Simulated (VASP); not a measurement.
# TaN (F-43m) in VASP: a series of runs

Runs on TaN. Level: PBEsol. Tasks: relaxation of cell and atoms.

Everything below comes from runs of VASP 6.6.1. Logs are shortened: lines on timing, memory, paths and dates and some standing lists are left out, and cuts for length are marked.

### Step 1. The cell of the first run

Symmetry: F-43m, No. 216, cubic system. Conventional cell: a = 4.660 Å, b = 4.660 Å, c = 4.660 Å, α = 90.00°, β = 90.00°, γ = 90.00°. Within 2.7 Å of Ta (site symmetry -43m) lie 4 N at 2.02 Å. N (site symmetry -43m) has 4 Ta at 2.02 Å within 2.7 Å.

### Step 2. Relaxation of cell and atoms, PBEsol, target pressure 20 GPa, at which the enthalpy is minimised

File INCAR:

```
PREC = Accurate
ENCUT = 600
EDIFF = 1E-7
ISMEAR = -1
SIGMA = 0.05
LREAL = F
LASPH = T
NELM = 120
ALGO = Normal
ISIF = 3
LWAVE = F
LCHARG = F
GGA = PS
IBRION = 2
NSW = 80
EDIFFG = -0.01
PSTRESS = 200.0
GGA_COMPAT = F
NELMIN = 4
```

File KPOINTS:

```
regular mesh
0
Gamma
  9 9 9
```

File POSCAR:

```
TaN
1.0
    0.0000000000      2.3300000000      2.3300000000
    2.3300000000      0.0000000000      2.3300000000
    2.3300000000      2.3300000000      0.0000000000
Ta N
1 1
Direct
    0.0000000000      0.0000000000      0.0000000000
    0.2500000000      0.2500000000      0.2500000000
```

Potentials or basis: VASP PAW PBE potentials, release 64 (Ta_pv, N).

Run with:

```bash
cat potpaw_PBE.64/Ta_pv/POTCAR potpaw_PBE.64/N/POTCAR > POTCAR
mpirun -np 1 vasp_std > vasp.out
```

OUTCAR:

```text
PREC = Accurate
   ENCUT = 600
   EDIFF = 1E-7
   ISMEAR = -1
   LREAL = F
   LASPH = T
   NELM = 120
   ISIF = 3
   GGA = PS
   IBRION = 2
   NSW = 80
   EDIFFG = -0.01
   PSTRESS = 200.0
   NELMIN = 4

 ion  position               nearest neighbor table
   1  0.000  0.000  0.000-   2 2.02   2 2.02   2 2.02   2 2.02
   2  0.250  0.250  0.250-   1 2.02   1 2.02   1 2.02   1 2.02

  LATTYP: Found a face centered cubic cell.
 ALAT       =     4.6600000000

  Lattice vectors:

 A1 = (   0.0000000000,   2.3300000000,   2.3300000000)
 A2 = (   2.3300000000,   0.0000000000,   2.3300000000)
 A3 = (   2.3300000000,   2.3300000000,   0.0000000000)

Analysis of symmetry for initial positions (statically):
=====================================================================
 Subroutine PRICEL returns:
 Original cell was already a primitive cell.

 Routine SETGRP: Setting up the symmetry group for a
 face centered cubic supercell.

 Subroutine GETGRP returns: Found 24 space group operations
 (whereof 24 operations were pure point group operations)
 out of a pool of 48 trial point group operations.

The static configuration has the point symmetry T_d .

Analysis of symmetry for dynamics (positions and initial velocities):
=====================================================================
 Subroutine PRICEL returns:
 Original cell was already a primitive cell.

 Routine SETGRP: Setting up the symmetry group for a
 face centered cubic supercell.

 Subroutine GETGRP returns: Found 24 space group operations
 (whereof 24 operations were pure point group operations)
 out of a pool of 48 trial point group operations.

The dynamic configuration has the point symmetry T_d .

 Subroutine INISYM returns: Found 24 space group operations
 (whereof 24 operations are pure point group operations),
 and found     1 'primitive' translations

----------------------------------------------------------------------------------------

                                     Primitive cell

  volume of cell :      25.2987

  direct lattice vectors                    reciprocal lattice vectors
     0.000000000  2.330000000  2.330000000    -0.214592275  0.214592275  0.214592275
     2.330000000  0.000000000  2.330000000     0.214592275 -0.214592275  0.214592275
     2.330000000  2.330000000  0.000000000     0.214592275  0.214592275 -0.214592275

  length of vectors
     3.295117600  3.295117600  3.295117600     0.371684723  0.371684723  0.371684723

[... 98 lines left out ...]
   IMIX   =      4    mixing-type and parameters
     AMIX     =   0.40;   BMIX     =  1.00
     AMIX_MAG =   1.60;   BMIX_MAG =  1.00
  volume/ion in A,a.u.               =      12.65        85.36
  Fermi-wavevector in a.u.,A,eV,Ry     =   1.405235  2.655509 26.867220  1.974685
  Thomas-Fermi vector in A             =   2.527716
   LORBIT       =      0    0 simple, 1 ext, 2 COOP (PROOUT), +10 PAW based schemes
   GGA     = PS    functional components
   LHFCALC =     F    Hartree Fock is set to
   AEXX    =    0.0000 exact exchange contribution
   IVDW    =     0    specifies the selected vdW correction
   LEPSILON=     F    determine dielectric tensor
   LRPA    =     F    only Hartree local field effects (RPA)
 conjugate gradient relaxation of ions
 non-spin polarized calculation
  energy-cutoff  :      600.00
  volume of cell :       25.30
 maximum number of plane-waves:       869
   NGX = 13   NGY = 13   NGZ = 13

--------------------------------------- Ionic step        1  -------------------------------------------

 number of electron      16.0000000 magnetization

 Free energy of the ion-electron system (eV)
  ---------------------------------------------------
  ext. energy  EPLUGINS =         0.00000000
  ---------------------------------------------------
  free energy    TOTEN  =       -22.69414854 eV

  energy without entropy =      -22.68260974  energy(sigma->0) =      -22.68837914

------------------------ aborting loop because EDIFF is reached ----------------------------------------

  FORCE on cell =-STRESS in cart. coord.  units (eV):
  Direction    XX          YY          ZZ          XY          YZ          ZX
  --------------------------------------------------------------------------------------
  -------------------------------------------------------------------------------------
  Total        1.6872134      1.6872134      1.6872134      0.0000000      0.0000000      0.0000000
  in kB      106.8520433    106.8520433    106.8520433      0.0000000      0.0000000      0.0000000
  external PRESSURE =     -93.1479567 kB  Pullay stress =     200.0000000 kB
[... 101 lines left out ...]
--------------------------------------- Ionic step        4  -------------------------------------------

 number of electron      15.9999999 magnetization

 Free energy of the ion-electron system (eV)
  ---------------------------------------------------
  ext. energy  EPLUGINS =         0.00000000
  ---------------------------------------------------
  free energy    TOTEN  =       -22.62691506 eV

  energy without entropy =      -22.61549902  energy(sigma->0) =      -22.62120704

 E-fermi :   7.5181     XC(G=0): -12.5627

 val. band max:        7.4820340817   @ k =  -0.2222   0.3333   0.1111
 cond. band min:       7.5253186315   @ k =  -0.3333   0.4444   0.2222
 fundamental gap:      0.0432845498
 Fermi energy:         7.5180596215

 k-point     1 :       0.0000    0.0000    0.0000
  band No.  band energies     occupation
      1     -27.8740      2.00000
      2     -27.8740      2.00000
      3     -27.8740      2.00000
      4     -10.5290      2.00000
      5       0.0153      2.00000
      6       0.0153      2.00000
      7       0.0153      2.00000
      8       6.5443      2.00000
      9       8.0637      0.00004
     10       8.0637      0.00004
     11      13.7757      0.00000
     12      13.7757      0.00000
[... 331 lines left out ...]
 k-point    24 :       0.4444    0.4444    0.0000
  band No.  band energies     occupation
      1     -28.4694      2.00000
      2     -28.0831      2.00000
      3     -28.0831      2.00000
      4      -8.6876      2.00000
      5      -1.5027      2.00000
      6       2.4375      2.00000
      7       2.4375      2.00000
      8       4.9320      2.00000
      9       8.9624      0.00000
     10       9.9884      0.00000
     11      11.1893      0.00000
     12      11.1893      0.00000

 [... further k-points ...]

------------------------ aborting loop because EDIFF is reached ----------------------------------------

  FORCE on cell =-STRESS in cart. coord.  units (eV):
  Direction    XX          YY          ZZ          XY          YZ          ZX
  --------------------------------------------------------------------------------------
  -------------------------------------------------------------------------------------
  Total        3.0651216      3.0651216      3.0651216      0.0000000      0.0000000      0.0000000
  in kB      199.7040105    199.7040105    199.7040105      0.0000000      0.0000000      0.0000000
  external PRESSURE =      -0.2959895 kB  Pullay stress =     200.0000000 kB
[... 21 lines left out ...]
  energy  without entropy=      -22.6154990238  energy(sigma->0) =      -22.62120704

  enthalpy is  TOTEN    =       -19.5572504932 eV   P V=        3.0696645643

 reached required accuracy - stopping structural energy minimisation
```

It took 78 s on 1 thread of Intel Xeon 8259CL, shared host; peak memory 0.17 GiB.

Results:

```
Free energy                                                : -22.6269 eV
Relaxed volume                                             : 12.30 Å³/atom
Relaxed cell                                               : a = 3.264 Å, b = 3.264 Å, c = 3.264 Å, α = 60.00°, β = 60.00°, γ = 60.00°
Space group after relaxing (to 0.1 Å)                      : F-43m (No. 216)
Energy change on relaxing (the run minimises the enthalpy) : +33.6 meV/atom
Ionic steps                                                : 4
Pressure after relaxing                                    : 20.0 GPa
Band gap on the k mesh                                     : zero (bands 8 and 9 overlap by 0.69 eV)
```

Step by step:
```
step  energy change (eV)  largest force (eV/Å)  pressure (GPa)  volume (Å³)
   1              0.0000                0.0000           10.69        25.30
   2              0.4814                0.0000           52.30        22.70
   3              0.0648                0.0000           19.70        24.61
   4              0.0672                0.0000           19.97        24.59
```

Final structure:
```cif
data_structure
_symmetry_space_group_name_H-M 'P 1'
_symmetry_Int_Tables_number 1
_cell_length_a 3.2641
_cell_length_b 3.2641
_cell_length_c 3.2641
_cell_angle_alpha 60.000
_cell_angle_beta 60.000
_cell_angle_gamma 60.000
_cell_volume 24.59
loop_
_atom_site_label
_atom_site_type_symbol
_atom_site_fract_x
_atom_site_fract_y
_atom_site_fract_z
_atom_site_occupancy
Ta1 Ta 0.00000 0.00000 0.00000 1
N1 N 0.25000 0.25000 0.25000 1
```

Caveat: the cell is relaxed towards a set pressure, so the run minimises the enthalpy, not the energy; the PAW data sets were made with another functional, which shifts forces and pressure a little; spin-orbit coupling is left out, which moves the levels of the heavy elements.

### Step 3. Relaxation of cell and atoms, PBEsol, target pressure 30 GPa, at which the enthalpy is minimised

File INCAR:

```
ALGO = Normal
EDIFF = 1E-7
EDIFFG = -0.01
ENCUT = 600
GGA = PS
GGA_COMPAT = F
IBRION = 2
ISIF = 3
ISMEAR = -1
LASPH = T
LCHARG = F
LREAL = F
LWAVE = F
NELM = 120
NELMIN = 4
NSW = 80
PREC = Accurate
PSTRESS = 300.0
SIGMA = 0.05
```

File KPOINTS:

```
k-points
0
Gamma
  9 9 9
```

POSCAR is that of step 2.

Potentials or basis: VASP PAW PBE potentials, release 64 (Ta_pv, N).

Run with:

```bash
cat potpaw_PBE.64/Ta_pv/POTCAR potpaw_PBE.64/N/POTCAR > POTCAR
mpirun -np 1 vasp_std > vasp.out
```

Run time: 2.1 min. Hardware: 1 thread of Intel Xeon 8259CL, shared host; peak memory 0.18 GiB.

It converged, with:

```yaml
Free_energy: -22.5233 eV
Relaxed_volume: 11.96 Å³/atom
Relaxed_cell: a = 3.234 Å, b = 3.234 Å, c = 3.234 Å, α = 60.00°, β = 60.00°, γ = 60.00°
Space_group_after_relaxing_to_0.1_Å: F-43m (No. 216)
Energy_change_on_relaxing_the_run_minimises_the_enthalpy: +85.4 meV/atom
Ionic_steps: 7
Pressure_after_relaxing: 30.0 GPa
Band_gap_on_the_k_mesh: zero (bands 8 and 9 overlap by 0.72 eV)
```

Step by step:
```
step  energy change (eV)  largest force (eV/Å)  pressure (GPa)  volume (Å³)
   1              0.0000                0.0000           10.69        25.30
   2              1.8407                0.0000          122.45        20.12
   3              0.1528                0.0000           28.44        24.02
   4              0.1677                0.0000           29.73        23.94
   5              0.1726                0.0000           30.16        23.91
   6              0.1661                0.0000           29.60        23.95
   7              0.1709                0.0000           30.01        23.92
```

Final structure:
```xyz
2
Lattice="0.0000 2.2870 2.2870 2.2870 0.0000 2.2870 2.2870 2.2870 0.0000" Properties=species:S:1:pos:R:3 pbc="T T T"
Ta    0.0000    0.0000    0.0000
N     1.1435    1.1435    1.1435
```

Levels at points of the mesh, in eV from the Fermi level:
```csv
k point,band 5,band 6,band 7,band 8,band 9,band 10,band 11,band 12
"(0.00, 0.00, 0.00)",-7.70,-7.70,-7.70,-0.93,0.57,0.57,6.42,6.42
```

Caveat: the cell is relaxed towards a set pressure, so the run minimises the enthalpy, not the energy; the PAW data sets were made with another functional, which shifts forces and pressure a little; spin-orbit coupling is left out, which moves the levels of the heavy elements.

The gap in the log of VASP goes by the Fermi energy; the results here count the filled bands.